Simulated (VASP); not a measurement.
# SnO (F-43m) in VASP: further runs

The runs below take SnO through single point, with PBE-based screened hybrid with 50 % exact exchange, PBE-based screened hybrid with 20 % exact exchange, PBE-based screened hybrid with 10 % exact exchange.

Program: VASP 6.6.1. These are calculated values, not measurements. Logs are shortened: lines on timing, memory, paths and dates and some standing lists are left out, and cuts for length are marked.

**1. The cell of the first run**

Symmetry: F-43m, No. 216, cubic system. Conventional cell: a = 5.416 Å, b = 5.416 Å, c = 5.416 Å, α = 90.00°, β = 90.00°, γ = 90.00°. Sn (site symmetry -43m) has 4 O at 2.35 Å within 3.1 Å. Within 3.1 Å of O (site symmetry -43m) lie 4 Sn at 2.35 Å.

**2. Single point, PBE-based screened hybrid with 50 % exact exchange**

Contents of POSCAR:

```
SnO
1.0
    0.0000000000      2.7082147278      2.7082147278
    2.7082147278      0.0000000000      2.7082147278
    2.7082147278      2.7082147278      0.0000000000
Sn O
1 1
Direct
    0.0000000000      0.0000000000      0.0000000000
    0.2500000000      0.2500000000      0.2500000000
```

Contents of INCAR.step1:

```
  PREC = Accurate
  ENCUT = 520
  EDIFF = 1E-5
  ISMEAR = -1
  SIGMA = 0.02
  LREAL = F
  LASPH = T
  NELM = 120
  ALGO = Normal
  ISIF = 2
  LWAVE = T
  LCHARG = F
  NBANDS = 17
  GGA = PE
  GGA_COMPAT = F
```

Contents of INCAR.step2:

```
  PREC = Accurate
  ENCUT = 520
  EDIFF = 1E-6
  ISMEAR = -1
  SIGMA = 0.02
  LREAL = F
  LASPH = T
  NELM = 120
  ALGO = Normal
  ISIF = 2
  LWAVE = F
  LCHARG = F
  GGA = PE
  LHFCALC = T
  AEXX = 0.5
  HFSCREEN = 0.5
  PRECFOCK = Normal
  NBANDS = 17
  ISTART = 1
  GGA_COMPAT = F
```

Contents of KPOINTS:

```
regular mesh
0
Gamma
  4 4 4
```

Potentials or basis: VASP PAW PBE potentials, release 64 (Sn_d, O).

Command:

```console
> cat potpaw_PBE.64/Sn_d/POTCAR potpaw_PBE.64/O/POTCAR > POTCAR
> cp INCAR.step1 INCAR
> mpirun -np 1 vasp_std > vasp.out
> cp INCAR.step2 INCAR
> mpirun -np 1 vasp_std > vasp.out
```

OUTCAR:

```text
PREC = Accurate
   ENCUT = 520
   EDIFF = 1E-6
   ISMEAR = -1
   LREAL = F
   LASPH = T
   NELM = 120
   ISIF = 2
   GGA = PE
   LHFCALC = T
   AEXX = 0.5
   HFSCREEN = 0.5
   PRECFOCK = Normal
   ISTART = 1

 ion  position               nearest neighbor table
   1  0.000  0.000  0.000-   2 2.35   2 2.35   2 2.35   2 2.35
   2  0.250  0.250  0.250-   1 2.35   1 2.35   1 2.35   1 2.35

  LATTYP: Found a face centered cubic cell.
 ALAT       =     5.4164294556

  Lattice vectors:

 A1 = (   0.0000000000,   2.7082147278,   2.7082147278)
 A2 = (   2.7082147278,   0.0000000000,   2.7082147278)
 A3 = (   2.7082147278,   2.7082147278,   0.0000000000)

Analysis of symmetry for initial positions (statically):
=====================================================================
 Subroutine PRICEL returns:
 Original cell was already a primitive cell.

 Routine SETGRP: Setting up the symmetry group for a
 face centered cubic supercell.

 Subroutine GETGRP returns: Found 24 space group operations
 (whereof 24 operations were pure point group operations)
 out of a pool of 48 trial point group operations.

The static configuration has the point symmetry T_d .

Analysis of symmetry for dynamics (positions and initial velocities):
=====================================================================
 Subroutine PRICEL returns:
 Original cell was already a primitive cell.

 Routine SETGRP: Setting up the symmetry group for a
 face centered cubic supercell.

 Subroutine GETGRP returns: Found 24 space group operations
 (whereof 24 operations were pure point group operations)
 out of a pool of 48 trial point group operations.

The dynamic configuration has the point symmetry T_d .

 Subroutine INISYM returns: Found 24 space group operations
 (whereof 24 operations are pure point group operations),
 and found     1 'primitive' translations

----------------------------------------------------------------------------------------

                                     Primitive cell

  volume of cell :      39.7264

  direct lattice vectors                    reciprocal lattice vectors
     0.000000000  2.708214728  2.708214728    -0.184623470  0.184623470  0.184623470
     2.708214728  0.000000000  2.708214728     0.184623470 -0.184623470  0.184623470
     2.708214728  2.708214728  0.000000000     0.184623470  0.184623470 -0.184623470

  length of vectors
     3.829993998  3.829993998  3.829993998     0.319777230  0.319777230  0.319777230

  position of ions in fractional coordinates (direct lattice)
     0.000000000  0.000000000  0.000000000
     0.250000000  0.250000000  0.250000000

  ion indices of the primitive-cell ions
   primitive index   ion index
                 1           1
                 2           2

----------------------------------------------------------------------------------------

 KPOINTS: regular mesh

Automatic generation of k-mesh.
 Grid dimensions read from file:
 generate k-points for:    4    4    4

 Generating k-lattice:

  Cartesian coordinates                     Fractional coordinates (reciprocal lattice)
    -0.046155867  0.046155867  0.046155867     0.250000000  0.000000000  0.000000000
     0.046155867 -0.046155867  0.046155867     0.000000000  0.250000000  0.000000000
     0.046155867  0.046155867 -0.046155867     0.000000000  0.000000000  0.250000000

  Length of vectors
     0.079944307  0.079944307  0.079944307

  Shift w.r.t. Gamma in fractional coordinates (k-lattice)
     0.000000000  0.000000000  0.000000000

 Subroutine IBZKPT returns following result:
 ===========================================

 Found      8 irreducible k-points:

 Following reciprocal coordinates:
            Coordinates               Weight
  0.000000  0.000000  0.000000      1.000000
  0.250000  0.000000  0.000000      8.000000
  0.500000  0.000000  0.000000      4.000000
  0.250000  0.250000  0.000000      6.000000
  0.500000  0.250000  0.000000     24.000000
 -0.250000  0.250000  0.000000     12.000000
  0.500000  0.500000  0.000000      3.000000
 -0.250000  0.500000  0.250000      6.000000
   k-points           NKPTS =      8   k-points in BZ     NKDIM =     64   number of bands    NBANDS=     17
   number of dos      NEDOS =    301   number of ions     NIONS =      2
   total plane-waves  NPLWV =  21952
   dimension x,y,z NGX =    28 NGY =   28 NGZ =   28
   dimension x,y,z NGXF=    56 NGYF=   56 NGZF=   56
   ions per type =               1   1
   NGX,Y,Z   is equivalent  to a cutoff of  12.15, 12.15, 12.15 a.u.
   NGXF,Y,Z  is equivalent  to a cutoff of  24.31, 24.31, 24.31 a.u.
 SYSTEM =  unknown system
   PREC   = accura    normal or accurate (medium, high low for compatibility)
   ISTART =      1    job   : 0-new  1-cont  2-samecut
   ICHARG =      0    charge: 1-file 2-atom 10-const
   ISPIN  =      1    spin polarized calculation?
   LNONCOLLINEAR =      F non collinear calculations
   LSORBIT =      F    spin-orbit coupling
   LASPH  =      T    aspherical Exc in radial PAW
   ENCUT  =  520.0 eV  38.22 Ry    6.18 a.u.   7.12  7.12  7.12*2*pi/ulx,y,z
   NELM   =    120;   NELMIN=  2; NELMDL=  0     # of ELM steps
   EDIFF  = 0.1E-05   stopping-criterion for ELM
   LREAL  =      F    real-space projection
   EDIFFG = 0.1E-04   stopping-criterion for IOM
   NSW    =      0    number of steps for IOM
   IBRION =     -1    ionic relax: 0-MD 1-quasi-New 2-CG
   NFREE  =      0    steps in history (QN), initial steepest desc. (CG)
   ISIF   =      2    stress and relaxation
   ISYM   =      3    0-nonsym 1-usesym 2-fastsym
   POTIM  = 0.5000    time-step for ionic-motion
   TEBEG  =    0.0;   TEEND  =   0.0 temperature during run
   PSTRESS=    0.0 pullay stress
   NELECT =      20.0000    total number of electrons
   NUPDOWN=      -1.0000    fix difference up-down
   EMIN   =  10.00;   EMAX   =-10.00  energy-range for DOS
   EFERMI =   0.00;   METHOD = LEGACY
   ISMEAR =    -1;   SIGMA  =   0.02  broadening in eV -4-tet -1-fermi 0-gaus
   EFERMI_NEDOS =   21; number of points for ismear=-14 and -15
   IALGO  =     38    algorithm
   IMIX   =      1    mixing-type and parameters
     AMIX     =   0.40;   BMIX     =  1.00
     AMIX_MAG =   1.60;   BMIX_MAG =  1.00
  volume/ion in A,a.u.               =      19.86       134.04
  Fermi-wavevector in a.u.,A,eV,Ry     =   1.302342  2.461070 23.076772  1.696095
  Thomas-Fermi vector in A             =   2.433416
   LORBIT       =      0    0 simple, 1 ext, 2 COOP (PROOUT), +10 PAW based schemes
   GGA     = PE    functional components
   LHFCALC =     T    Hartree Fock is set to
   PRECFOCK=normal    Normal, Fast or Accurate (Low or Medium for compatibility)
   ENCUT4O =  -1.0   cutoff for four orbital integrals eV
   NKREDX  =     1    reduce k-point grid by
   NKREDY  =     1    reduce k-point grid by
   NKREDZ  =     1    reduce k-point grid by
   AEXX    =    0.5000 exact exchange contribution
   HFSCREEN=    0.5000 screening length (either q_TF or 0.3 A-1)
   HFSCREENC=   0.5000 screening length for correlation (either q_TF or 0.3 A-1)
   ENCUTFOCK=  -1.0 apply spherical cutoff to Coloumb kernel
   IVDW    =     0    specifies the selected vdW correction
   LEPSILON=     F    determine dielectric tensor
   LRPA    =     F    only Hartree local field effects (RPA)
 non-spin polarized calculation
  energy-cutoff  :      520.00
  volume of cell :       39.73
 maximum number of plane-waves:      1090
  NGX = 24; NGY = 24; NGZ = 24

 number of electron      19.9999996 magnetization

 Free energy of the ion-electron system (eV)
  ---------------------------------------------------
  ext. energy  EPLUGINS =         0.00000000
  ---------------------------------------------------
  free energy    TOTEN  =       -13.31408399 eV

  energy without entropy =      -13.31148303  energy(sigma->0) =      -13.31278351

 E-fermi :   5.9414     XC(G=0):  -7.1642

 val. band max:        5.9413530048   @ k =  -0.2500   0.5000   0.2500
 cond. band min:       7.3642023010   @ k =   0.5000   0.2500   0.0000
 fundamental gap:      1.4228492962
 Fermi energy:         5.9413564094

 k-point     1 :       0.0000    0.0000    0.0000
  band No.  band energies     occupation
      1     -19.4499      2.00000
      2     -19.4499      2.00000
      3     -19.4499      2.00000
      4     -19.3895      2.00000
      5     -19.3895      2.00000
      6     -16.9021      2.00000
[... 9 lines left out ...]
     16      18.1636      0.00000
     17      18.1636      0.00000

 k-point     2 :       0.2500    0.0000    0.0000
  band No.  band energies     occupation
      1     -19.5418      2.00000
      2     -19.4364      2.00000
      3     -19.4364      2.00000
      4     -19.3861      2.00000
      5     -19.3861      2.00000
      6     -16.5827      2.00000
[... 9 lines left out ...]
     16      17.1961      0.00000
     17      19.5681      0.00000

 k-point     3 :       0.5000    0.0000    0.0000
  band No.  band energies     occupation
      1     -19.6240      2.00000
      2     -19.4319      2.00000
      3     -19.4319      2.00000
      4     -19.3734      2.00000
      5     -19.3734      2.00000
      6     -16.2505      2.00000
[... 9 lines left out ...]
     16      17.9074      0.00000
     17      19.4690      0.00000

 k-point     4 :       0.2500    0.2500    0.0000
  band No.  band energies     occupation
      1     -19.5847      2.00000
      2     -19.4165      2.00000
      3     -19.4165      2.00000
      4     -19.4028      2.00000
      5     -19.3787      2.00000
      6     -16.4861      2.00000
[... 9 lines left out ...]
     16      20.8838      0.00000
     17      21.0551      0.00000

 k-point     5 :       0.5000    0.2500    0.0000
  band No.  band energies     occupation
      1     -19.6521      2.00000
      2     -19.4190      2.00000
      3     -19.4056      2.00000
      4     -19.3945      2.00000
      5     -19.3723      2.00000
      6     -16.1597      2.00000
[... 9 lines left out ...]
     16      19.6317      0.00000
     17      20.6167      0.00000

 k-point     6 :      -0.2500    0.2500    0.0000
  band No.  band energies     occupation
      1     -19.6182      2.00000
      2     -19.4279      2.00000
      3     -19.4159      2.00000
      4     -19.3894      2.00000
      5     -19.3814      2.00000
      6     -16.2614      2.00000
[... 9 lines left out ...]
     16      19.0418      0.00000
     17      20.4023      0.00000

 k-point     7 :       0.5000    0.5000    0.0000
  band No.  band energies     occupation
      1     -19.6978      2.00000
      2     -19.4177      2.00000
      3     -19.3824      2.00000
      4     -19.3824      2.00000
      5     -19.3679      2.00000
      6     -16.0701      2.00000
[... 9 lines left out ...]
     16      22.9225      0.00000
     17      23.3105      0.00000

 k-point     8 :      -0.2500    0.5000    0.2500
  band No.  band energies     occupation
      1     -19.6707      2.00000
      2     -19.4176      2.00000
      3     -19.4070      2.00000
      4     -19.3805      2.00000
      5     -19.3798      2.00000
      6     -16.0543      2.00000
[... 9 lines left out ...]
     16      19.9509      0.00000
     17      20.7815      0.00000

------------------------ aborting loop because EDIFF is reached ----------------------------------------

  FORCE on cell =-STRESS in cart. coord.  units (eV):
  Direction    XX          YY          ZZ          XY          YZ          ZX
  --------------------------------------------------------------------------------------
  -------------------------------------------------------------------------------------
  Total       -0.5152100     -0.5152100     -0.5152100     -0.0000000     -0.0000000     -0.0000000
  in kB      -20.7785655    -20.7785655    -20.7785655     -0.0000000     -0.0000000     -0.0000000
  external PRESSURE =     -20.7785655 kB  Pullay stress =       0.0000000 kB

 VOLUME and BASIS-vectors are now :
 -----------------------------------------------------------------------------
  energy-cutoff  :      520.00
  volume of cell :       39.73
      direct lattice vectors                 reciprocal lattice vectors
     0.000000000  2.708214728  2.708214728    -0.184623470  0.184623470  0.184623470
     2.708214728  0.000000000  2.708214728     0.184623470 -0.184623470  0.184623470
     2.708214728  2.708214728  0.000000000     0.184623470  0.184623470 -0.184623470

 POSITION                                       TOTAL-FORCE (eV/Angst)
 -----------------------------------------------------------------------------------
      0.00000      0.00000      0.00000         0.000000      0.000000      0.000000
      1.35411      1.35411      1.35411        -0.000000     -0.000000     -0.000000
 -----------------------------------------------------------------------------------
    total drift:                               -0.000033     -0.000016     -0.000018

  FREE ENERGIE OF THE ION-ELECTRON SYSTEM (eV)
  ---------------------------------------------------
  free  energy   TOTEN  =       -13.3140839855 eV

  energy  without entropy=      -13.3114830284  energy(sigma->0) =      -13.31278351
```

Wall time 5.2 min (1 thread of Intel Xeon Platinum 8488C (Sapphire Rapids), shared host); peak memory 0.27 GiB.

Results:

| Property | Result |
| --- | --- |
| Free energy | -13.3141 eV |
| Pressure | -2.1 GPa |
| Band gap on the k mesh | zero (bands 10 and 11 overlap by 0.19 eV) |

Caveat: the k points lie up to 0.50 Å⁻¹ apart; the PAW data sets were made with another functional, which shifts forces and pressure a little; spin-orbit coupling is left out, which moves the levels of the heavy elements.

(Continued in part 2 of 2.)
